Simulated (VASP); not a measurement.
A run of VASP 6.6.1:

Contents of INCAR:

```
SYSTEM = Cs5O3
PREC     = Accurate       ! precision mode
ENCUT    = 600            ! plane-wave cutoff, eV
EDIFF    = 1E-7           ! SCF threshold, eV
ISMEAR   = 0              ! smearing method
SIGMA    = 0.1            ! smearing width, eV
LREAL    = .FALSE.        ! projectors in reciprocal space
LASPH    = .TRUE.         ! aspherical terms in the spheres
NELM     = 80             ! most SCF steps
ALGO     = Fast           ! electronic algorithm
ISIF     = 3              ! what is computed and relaxed
LWAVE    = .FALSE.        ! write WAVECAR
LCHARG   = .FALSE.        ! write CHGCAR
GGA      = PE             ! functional
IBRION   = 2              ! ionic algorithm
NSW      = 90             ! ionic steps
EDIFFG   = -0.04          ! ionic threshold
```

File KPOINTS:

```
Automatic mesh
0
G
  4 4 4
  0 0 0
```

File POSCAR:

```
Cs5O3
1.0
    5.6499287600      0.0000000000      0.0000000000
    0.0000000000      5.6499287600      0.0000000000
    0.0000000000      0.0000000000      5.6499287600
Cs O
5 3
Direct
    0.5000000000      0.0000000000      0.0000000000
    0.0000000000      0.5000000000      0.0000000000
    0.0000000000      0.0000000000      0.5000000000
    0.5000000000      0.5000000000      0.5000000000
    0.0000000000      0.0000000000      0.0000000000
    0.0000000000      0.5000000000      0.5000000000
    0.5000000000      0.0000000000      0.5000000000
    0.5000000000      0.5000000000      0.0000000000
```

Potentials or basis: VASP PAW PBE potentials, release 64 (Cs_sv, O).

Launch:

```console
$ cat potpaw_PBE.64/Cs_sv/POTCAR potpaw_PBE.64/O/POTCAR > POTCAR
$ mpirun -np 1 vasp_std > vasp.out
```

Hardware: 1 thread of Oxide Virtual Turin-like Processor, with other jobs on the host.

Task: Estimate the wall time of this run.

Result: It took 5.9 min on 1 thread of Oxide Virtual Turin-like Processor, with other jobs on the host, peak memory 0.33 GiB. Counts: scf iterations 94, k points 10, ion steps 4.
